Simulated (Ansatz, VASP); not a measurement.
**Two plane-wave programs on HfB2**

File INCAR:

```
SYSTEM = HfB2
PREC = Accurate
ENCUT = 520
EDIFF = 1E-7
ISMEAR = 1
SIGMA = 0.1
LREAL = .FALSE.
LASPH = .TRUE.
NELM = 100
ALGO = Normal
ISIF = 2
LWAVE = .FALSE.
LCHARG = .FALSE.
GGA = PE
NBANDS = 15
```

The input KPOINTS:

```
Automatic mesh
0
G
  13 13 10
  0 0 0
```

The input POSCAR:

```
HfB2
1.0
    3.1400000000      0.0314000000      0.0000000000
   -1.5428068000      2.7036200000      0.0000000000
    0.0000000000      0.0000000000      3.4800000000
Hf B
1 2
Direct
    0.0000000000      0.0000000000      0.0000000000
    0.3333333333      0.6666666667      0.5000000000
    0.6666666667      0.3333333333      0.5000000000
```

Input for Ansatz:

```yaml
crystal:
  lattice:
    - [3.14, 0.031400000000000004, 0.0]
    - [-1.5428068000000001, 2.7036200000000004, 0.0]
    - [0.0, 0.0, 3.48]
  atoms:
    - { symbol: Hf, position: [0.0, 0.0, 0.0] }
    - { symbol: B, position: [0.3333333333333333, 0.6666666666666666, 0.5] }
    - { symbol: B, position: [0.6666666666666666, 0.3333333333333333, 0.5] }
basis:
  ecutwfc: 420.0
kpoints:
  mp_grid:
    grid: [13, 13, 10]
hamiltonian:
  xc: pbe
  pseudopotentials:
    kind: paw
scf:
  occupations:
    method: cold
output:
  stress: true
```

Alike in both runs: task single point; functional PBE; k mesh 13 × 13 × 10; no spin polarisation.

|  | VASP | Ansatz |
| --- | --- | --- |
| version | VASP 6.6.1 | Ansatz 0.2.0 |
| potentials or method | VASP PAW PBE potentials, release 64 (Hf_pv, B), cutoff 520 eV | plane waves, PAW |
| occupations | methfessel-paxton of order 1, width 0.1 eV | cold |
| valence electrons in the cell | 16 | 32 |

VASP gave:

| Property | Result |
| --- | --- |
| pressure (GPa) | 1.1 |
| traceless stress, the component that is largest in VASP (GPa) | -5.40 |

**Question.** What did Ansatz give for the same quantities?

**Answer.** Pressure (GPa): 1.5; traceless stress, the component that is largest in VASP (GPa): -5.39.

VASP's potentials hold 16 valence electrons a cell and Ansatz's 32, so a difference there can come from the potentials and not from the codes.

Spin-orbit coupling is off throughout.
